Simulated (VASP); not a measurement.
# Os (Fm-3m) in VASP: notebook

The runs below take Os through single point, with r2SCAN.

All numbers are computed with VASP 6.6.1; they aren't measurements. Logs are shortened: lines on timing, memory, paths and dates and some standing lists are left out, and cuts for length are marked.

**1. The cell of the first run**

The structure is cubic, space group Fm-3m (No. 225). Conventional cell: a = 3.890 Å, b = 3.890 Å, c = 3.890 Å, α = 90.00°, β = 90.00°, γ = 90.00°. Within 3.6 Å of Os (site symmetry m-3m) lie 12 Os at 2.75 Å.

This isn't the form of Os at room conditions, which is hcp.

**2. Single point, r2SCAN**

Contents of POSCAR:

```
Os
1.0
    0.0000000000      1.9450000000      1.9450000000
    1.9450000000      0.0000000000      1.9450000000
    1.9450000000      1.9450000000      0.0000000000
Os
1
Direct
    0.0000000000      0.0000000000      0.0000000000
```

Contents of INCAR.step1:

```
ALGO = Normal
EDIFF = 1E-4
ENCUT = 520
GGA = PE
ISMEAR = -1
LASPH = True
LCHARG = False
LREAL = False
LWAVE = True
NBANDS = 10
NELM = 80
PREC = Accurate
SIGMA = 0.05
```

Contents of INCAR.step2:

```
ALGO = Normal
EDIFF = 1E-6
ENCUT = 520
ISIF = 2
ISMEAR = -1
ISTART = 1
LASPH = True
LCHARG = False
LMIXTAU = True
LREAL = False
LWAVE = False
METAGGA = R2SCAN
NBANDS = 10
NELM = 80
PREC = Accurate
SIGMA = 0.05
```

Contents of KPOINTS:

```
k-points
0
Gamma
  17 17 17
```

Potentials or basis: VASP PAW PBE potentials, release 64 (Os).

Launch:

```sh
$ cat potpaw_PBE.64/Os/POTCAR > POTCAR
$ cp INCAR.step1 INCAR
$ mpirun -np 1 vasp_std > vasp.out
$ cp INCAR.step2 INCAR
$ mpirun -np 1 vasp_std > vasp.out
```

OUTCAR:

```text
EDIFF = 1E-6
   ENCUT = 520
   ISIF = 2
   ISMEAR = -1
   ISTART = 1
   LASPH = True
   LREAL = False
   METAGGA = R2SCAN
   NELM = 80
   PREC = Accurate

 ion  position               nearest neighbor table
   1  0.000  0.000  0.000-

  LATTYP: Found a face centered cubic cell.
 ALAT       =     3.8900000000

  Lattice vectors:

 A1 = (   0.0000000000,   1.9450000000,   1.9450000000)
 A2 = (   1.9450000000,   0.0000000000,   1.9450000000)
 A3 = (   1.9450000000,   1.9450000000,   0.0000000000)

Analysis of symmetry for initial positions (statically):
=====================================================================
 Subroutine PRICEL returns:
 Original cell was already a primitive cell.

 Routine SETGRP: Setting up the symmetry group for a
 face centered cubic supercell.

 Subroutine GETGRP returns: Found 48 space group operations
 (whereof 48 operations were pure point group operations)
 out of a pool of 48 trial point group operations.

The static configuration has the point symmetry O_h .

Analysis of symmetry for dynamics (positions and initial velocities):
=====================================================================
 Subroutine PRICEL returns:
 Original cell was already a primitive cell.

 Routine SETGRP: Setting up the symmetry group for a
 face centered cubic supercell.

 Subroutine GETGRP returns: Found 48 space group operations
 (whereof 48 operations were pure point group operations)
 out of a pool of 48 trial point group operations.

The dynamic configuration has the point symmetry O_h .

 Subroutine INISYM returns: Found 48 space group operations
 (whereof 48 operations are pure point group operations),
 and found     1 'primitive' translations

----------------------------------------------------------------------------------------

                                     Primitive cell

  volume of cell :      14.7160

  direct lattice vectors                    reciprocal lattice vectors
     0.000000000  1.945000000  1.945000000    -0.257069409  0.257069409  0.257069409
     1.945000000  0.000000000  1.945000000     0.257069409 -0.257069409  0.257069409
     1.945000000  1.945000000  0.000000000     0.257069409  0.257069409 -0.257069409

  length of vectors
     2.750645379  2.750645379  2.750645379     0.445257277  0.445257277  0.445257277

  position of ions in fractional coordinates (direct lattice)
     0.000000000  0.000000000  0.000000000

  ion indices of the primitive-cell ions
   primitive index   ion index
                 1           1

----------------------------------------------------------------------------------------

 KPOINTS: k-points

Automatic generation of k-mesh.
 Grid dimensions read from file:
 generate k-points for:   17   17   17

 Generating k-lattice:

  Cartesian coordinates                     Fractional coordinates (reciprocal lattice)
    -0.015121730  0.015121730  0.015121730     0.058823529  0.000000000  0.000000000
     0.015121730 -0.015121730  0.015121730     0.000000000  0.058823529  0.000000000
     0.015121730  0.015121730 -0.015121730     0.000000000  0.000000000  0.058823529

  Length of vectors
     0.026191605  0.026191605  0.026191605

  Shift w.r.t. Gamma in fractional coordinates (k-lattice)
     0.000000000  0.000000000  0.000000000

 Subroutine IBZKPT returns following result:
 ===========================================

 Found    165 irreducible k-points:

 Following reciprocal coordinates:
            Coordinates               Weight
  0.000000  0.000000  0.000000      1.000000
  0.058824  0.000000  0.000000      8.000000
  0.117647  0.000000  0.000000      8.000000
  0.176471  0.000000  0.000000      8.000000
  0.235294  0.000000  0.000000      8.000000
  0.294118  0.000000  0.000000      8.000000
[... 16 lines left out ...]
 -0.176471  0.058824  0.000000     24.000000
 -0.117647  0.058824  0.000000     24.000000
 [... further k-points ...]
   k-points           NKPTS =    165   k-points in BZ     NKDIM =    165   number of bands    NBANDS=     10
   number of dos      NEDOS =    301   number of ions     NIONS =      1
   total plane-waves  NPLWV =   8000
   dimension x,y,z NGX =    20 NGY =   20 NGZ =   20
   dimension x,y,z NGXF=    40 NGYF=   40 NGZF=   40
   ions per type =               1
   NGX,Y,Z   is equivalent  to a cutoff of  12.09, 12.09, 12.09 a.u.
   NGXF,Y,Z  is equivalent  to a cutoff of  24.18, 24.18, 24.18 a.u.
 SYSTEM =  unknown system
   PREC   = accura    normal or accurate (medium, high low for compatibility)
   ISTART =      1    job   : 0-new  1-cont  2-samecut
   ICHARG =      0    charge: 1-file 2-atom 10-const
   ISPIN  =      1    spin polarized calculation?
   LNONCOLLINEAR =      F non collinear calculations
   LSORBIT =      F    spin-orbit coupling
   LASPH  =      T    aspherical Exc in radial PAW
   ENCUT  =  520.0 eV  38.22 Ry    6.18 a.u.   5.11  5.11  5.11*2*pi/ulx,y,z
   NELM   =     80;   NELMIN=  2; NELMDL=  0     # of ELM steps
   EDIFF  = 0.1E-05   stopping-criterion for ELM
   LREAL  =      F    real-space projection
   EDIFFG = 0.1E-04   stopping-criterion for IOM
   NSW    =      0    number of steps for IOM
   IBRION =     -1    ionic relax: 0-MD 1-quasi-New 2-CG
   NFREE  =      0    steps in history (QN), initial steepest desc. (CG)
   ISIF   =      2    stress and relaxation
   ISYM   =      2    0-nonsym 1-usesym 2-fastsym
   POTIM  = 0.5000    time-step for ionic-motion
   TEBEG  =    0.0;   TEEND  =   0.0 temperature during run
   PSTRESS=    0.0 pullay stress
   NELECT =       8.0000    total number of electrons
   NUPDOWN=      -1.0000    fix difference up-down
   EMIN   =  10.00;   EMAX   =-10.00  energy-range for DOS
   EFERMI =   0.00;   METHOD = LEGACY
   ISMEAR =    -1;   SIGMA  =   0.05  broadening in eV -4-tet -1-fermi 0-gaus
   EFERMI_NEDOS =   21; number of points for ismear=-14 and -15
   IALGO  =     38    algorithm
   IMIX   =      4    mixing-type and parameters
     AMIX     =   0.40;   BMIX     =  1.00
     AMIX_MAG =   1.60;   BMIX_MAG =  1.00
  volume/ion in A,a.u.               =      14.72        99.31
  Fermi-wavevector in a.u.,A,eV,Ry     =   1.336109  2.524880 24.288947  1.785187
  Thomas-Fermi vector in A             =   2.464761
   LORBIT       =      0    0 simple, 1 ext, 2 COOP (PROOUT), +10 PAW based schemes
   METAGGA = R2SCAN    functional components
   LHFCALC =     F    Hartree Fock is set to
   AEXX    =    0.0000 exact exchange contribution
   IVDW    =     0    specifies the selected vdW correction
   LEPSILON=     F    determine dielectric tensor
   LRPA    =     F    only Hartree local field effects (RPA)
 non-spin polarized calculation
  energy-cutoff  :      520.00
  volume of cell :       14.72
 maximum number of plane-waves:       411
   NGX = 11   NGY = 11   NGZ = 11

 number of electron       8.0000000 magnetization

 Free energy of the ion-electron system (eV)
  ---------------------------------------------------
  ext. energy  EPLUGINS =         0.00000000
  ---------------------------------------------------
  free energy    TOTEN  =       -52.81807994 eV

  energy without entropy =      -52.80858361  energy(sigma->0) =      -52.81333178

 E-fermi :   8.3860     XC(G=0): -15.0541

 val. band max:        8.3816946850   @ k =   0.4118   0.2941   0.0588
 cond. band min:       8.3873148263   @ k =   0.4706   0.2941   0.0000
 fundamental gap:      0.0056201412
 Fermi energy:         8.3859833305

 k-point     1 :       0.0000    0.0000    0.0000
  band No.  band energies     occupation
      1      -2.4550      2.00000
      2       5.4975      2.00000
      3       5.4975      2.00000
      4       5.4975      2.00000
      5       8.4053      0.80961
      6       8.4053      0.80961
      7      23.3537      0.00000
      8      29.2098      0.00000
      9      29.2098      0.00000
     10      29.2098      0.00000

 k-point     2 :       0.0588    0.0000    0.0000
  band No.  band energies     occupation
      1      -2.2941      2.00000
      2       5.4006      2.00000
      3       5.5699      2.00000
      4       5.5699      2.00000
      5       8.3547      1.30326
      6       8.3547      1.30326
      7      23.6484      0.00000
      8      28.3769      0.00000
      9      29.4883      0.00000
     10      29.4883      0.00000

 k-point     3 :       0.1176    0.0000    0.0000
  band No.  band energies     occupation
      1      -1.8300      2.00000
      2       5.1552      2.00000
      3       5.7548      2.00000
      4       5.7548      2.00000
      5       8.2492      1.87827
      6       8.2492      1.87827
      7      24.4462      0.00000
      8      26.8179      0.00000
      9      30.2970      0.00000
     10      30.2970      0.00000

 k-point     4 :       0.1765    0.0000    0.0000
  band No.  band energies     occupation
      1      -1.1274      2.00000
      2       4.8856      2.00000
      3       5.9426      2.00000
      4       5.9426      2.00000
      5       8.2304      1.91480
      6       8.2304      1.91480
      7      24.9348      0.00000
      8      25.7810      0.00000
      9      31.5581      0.00000
     10      31.5581      0.00000

 k-point     5 :       0.2353    0.0000    0.0000
  band No.  band energies     occupation
      1      -0.3249      2.00000
      2       4.7823      2.00000
      3       5.9772      2.00000
      4       5.9772      2.00000
      5       8.4809      0.26073
      6       8.4809      0.26073
      7      23.5150      0.00000
      8      26.3389      0.00000
      9      33.1127      0.00000
     10      33.1127      0.00000

 k-point     6 :       0.2941    0.0000    0.0000
  band No.  band energies     occupation
      1       0.3462      2.00000
      2       5.0901      2.00000
      3       5.8344      2.00000
      4       5.8344      2.00000
      5       9.0233      0.00001
      6       9.0233      0.00001
      7      21.9768      0.00000
      8      25.7448      0.00000
      9      33.6046      0.00000
     10      33.6046      0.00000
[... 183 lines left out ...]
 k-point    21 :      -0.2941    0.0588    0.0000
  band No.  band energies     occupation
      1       0.6461      2.00000
      2       5.1304      2.00000
      3       5.7051      2.00000
      4       5.8588      2.00000
      5       8.7966      0.00054
      6       9.8605      0.00000
      7      21.5631      0.00000
      8      25.4789      0.00000
      9      31.1386      0.00000
     10      33.8473      0.00000

 k-point    22 :      -0.2353    0.0588    0.0000
  band No.  band energies     occupation
      1       0.0640      2.00000
      2       4.6837      2.00000
      3       5.9178      2.00000
      4       6.0557      2.00000
      5       8.1576      1.97947
      6       9.1906      0.00000
      7      23.1780      0.00000
      8      26.4610      0.00000
      9      31.8642      0.00000
     10      32.6433      0.00000

 k-point    23 :      -0.1765    0.0588    0.0000
  band No.  band energies     occupation
      1      -0.7281      2.00000
      2       4.7009      2.00000
      3       6.0078      2.00000
      4       6.0820      2.00000
      5       7.8428      1.99996
      6       8.7081      0.00318
      7      24.6729      0.00000
      8      26.1752      0.00000
      9      30.8570      0.00000
     10      32.9839      0.00000

 k-point    24 :      -0.1176    0.0588    0.0000
  band No.  band energies     occupation
      1      -1.4821      2.00000
      2       4.9484      2.00000
      3       5.8889      2.00000
      4       5.9144      2.00000
      5       7.9109      1.99985
      6       8.4866      0.23565
      7      25.0163      0.00000
      8      26.2875      0.00000
      9      29.9213      0.00000
     10      31.3850      0.00000

 [... further k-points ...]

------------------------ aborting loop because EDIFF is reached ----------------------------------------

  FORCE on cell =-STRESS in cart. coord.  units (eV):
  Direction    XX          YY          ZZ          XY          YZ          ZX
  --------------------------------------------------------------------------------------
  -------------------------------------------------------------------------------------
  Total       -1.4939443     -1.4939443     -1.4939443      0.0000000      0.0000000      0.0000000
  in kB     -162.6507917   -162.6507917   -162.6507917      0.0000000      0.0000000      0.0000000
  external PRESSURE =    -162.6507917 kB  Pullay stress =       0.0000000 kB

 VOLUME and BASIS-vectors are now :
 -----------------------------------------------------------------------------
  energy-cutoff  :      520.00
  volume of cell :       14.72
      direct lattice vectors                 reciprocal lattice vectors
     0.000000000  1.945000000  1.945000000    -0.257069409  0.257069409  0.257069409
     1.945000000  0.000000000  1.945000000     0.257069409 -0.257069409  0.257069409
     1.945000000  1.945000000  0.000000000     0.257069409  0.257069409 -0.257069409

 POSITION                                       TOTAL-FORCE (eV/Angst)
 -----------------------------------------------------------------------------------
      0.00000      0.00000      0.00000         0.000000     -0.000000      0.000000
 -----------------------------------------------------------------------------------
    total drift:                                0.000000      0.000000     -0.000000

  FREE ENERGIE OF THE ION-ELECTRON SYSTEM (eV)
  ---------------------------------------------------
  free  energy   TOTEN  =       -52.8180799377 eV

  energy  without entropy=      -52.8085836148  energy(sigma->0) =      -52.81333178
```

It took 1.9 min on 1 thread of Intel Xeon 8259CL, shared host; peak memory 0.15 GiB.

What came out:

| Quantity | Value |
| --- | --- |
| Free energy | -52.8181 eV |
| Pressure | -16.3 GPa |
| Band gap on the k mesh | zero (bands 4 and 5 overlap by 3.74 eV) |

Caveat: the cell stands under tension; the PAW data sets were made with another functional, which shifts forces and pressure a little; spin-orbit coupling is left out, which moves the levels of the heavy elements.

**3. Single point, r2SCAN, collinear spin**

POSCAR is that of step 2.

Contents of INCAR.step1:

```
PREC = Accurate
ENCUT = 520
ISMEAR = -1
SIGMA = 0.05
LREAL = F
LASPH = T
NELM = 150
ISPIN = 2
MAGMOM = 0.6
NUPDOWN = 0.6
LMAXMIX = 4
NBANDS = 14
GGA = PE
ALGO = Normal
EDIFF = 1E-4
LWAVE = T
LCHARG = F
```

Contents of INCAR.step2:

```
PREC = Accurate
ENCUT = 520
EDIFF = 1E-6
ISMEAR = -1
SIGMA = 0.05
LREAL = F
LASPH = T
NELM = 150
ALGO = Normal
ISIF = 2
LWAVE = F
LCHARG = T
ISPIN = 2
MAGMOM = 0.6
LORBIT = 11
NUPDOWN = 0.6
LMAXMIX = 4
METAGGA = R2SCAN
LMIXTAU = T
LELF = T
LVHAR = T
NBANDS = 14
ISTART = 1
```

Contents of KPOINTS:

```
Automatic mesh
0
Gamma
  17 17 17
```

Potentials or basis: VASP PAW PBE potentials, release 64 (Os).

Launch:

```sh
$ cat potpaw_PBE.64/Os/POTCAR > POTCAR
$ cp INCAR.step1 INCAR
$ mpirun -np 1 vasp_std > vasp.out
$ cp INCAR.step2 INCAR
$ mpirun -np 1 vasp_std > vasp.out
```

OUTCAR:

```text
PREC = Accurate
   ENCUT = 520
   EDIFF = 1E-6
   ISMEAR = -1
   LREAL = F
   LASPH = T
   NELM = 150
   ISIF = 2
   ISPIN = 2
   LORBIT = 11
   NUPDOWN = 0.6
   METAGGA = R2SCAN
   ISTART = 1

 ion  position               nearest neighbor table
   1  0.000  0.000  0.000-

  LATTYP: Found a face centered cubic cell.
 ALAT       =     3.8900000000

  Lattice vectors:

 A1 = (   0.0000000000,   1.9450000000,   1.9450000000)
 A2 = (   1.9450000000,   0.0000000000,   1.9450000000)
 A3 = (   1.9450000000,   1.9450000000,   0.0000000000)

Analysis of symmetry for initial positions (statically):
[... 1020 lines left out ...]
  -------------------------------------------------------------------------------------
  Total       -1.1262642     -1.1262642     -1.1262642      0.0000000      0.0000000     -0.0000000
  in kB     -122.6202124   -122.6202124   -122.6202124      0.0000000      0.0000000     -0.0000000
  external PRESSURE =    -122.6202124 kB  Pullay stress =       0.0000000 kB

 VOLUME and BASIS-vectors are now :
 -----------------------------------------------------------------------------
  energy-cutoff  :      520.00
  volume of cell :       14.72
      direct lattice vectors                 reciprocal lattice vectors
     0.000000000  1.945000000  1.945000000    -0.257069409  0.257069409  0.257069409
     1.945000000  0.000000000  1.945000000     0.257069409 -0.257069409  0.257069409
     1.945000000  1.945000000  0.000000000     0.257069409  0.257069409 -0.257069409

 POSITION                                       TOTAL-FORCE (eV/Angst)
 -----------------------------------------------------------------------------------
      0.00000      0.00000      0.00000         0.000000     -0.000000      0.000000
 -----------------------------------------------------------------------------------
    total drift:                                0.000000      0.000000     -0.000000

  FREE ENERGIE OF THE ION-ELECTRON SYSTEM (eV)
  ---------------------------------------------------
  free  energy   TOTEN  =       -52.7047445643 eV

  energy  without entropy=      -52.6964052255  energy(sigma->0) =      -52.70057489

 total charge

# of ion       s       p       d       tot
------------------------------------------
    1        0.632   0.710   5.982   7.324

 magnetization (x)

# of ion       s       p       d       tot
------------------------------------------
    1        0.008   0.009   0.590   0.608
```

OUTCAR.step1:

```text
PREC = Accurate
   ENCUT = 520
   ISMEAR = -1
   LREAL = F
   LASPH = T
   NELM = 150
[... 1051 lines left out ...]

 POSITION                                       TOTAL-FORCE (eV/Angst)
 -----------------------------------------------------------------------------------
      0.00000      0.00000      0.00000        -0.000000     -0.000000     -0.000000
 -----------------------------------------------------------------------------------
    total drift:                                0.000000      0.000000     -0.000000

  FREE ENERGIE OF THE ION-ELECTRON SYSTEM (eV)
  ---------------------------------------------------
  free  energy   TOTEN  =       -10.9579843339 eV

  energy  without entropy=      -10.9484272878  energy(sigma->0) =      -10.95320581
```

Run time: 5.2 min. Hardware: 1 thread of Intel Xeon 8259CL, shared host; peak memory 0.18 GiB.

Results:

```yaml
Free_energy: -52.7047 eV
Pressure: -12.3 GPa
Net_moment: 0.60 μB per cell
Site_moments: Os +0.61 μB
Valence_electrons_inside_the_program's_atomic_spheres: Os 7.32
```

Caveat: the cell stands under tension; the PAW data sets were made with another functional, which shifts forces and pressure a little; spin-orbit coupling is left out, which moves the levels of the heavy elements; the total moment is fixed, so each spin has its own Fermi level.
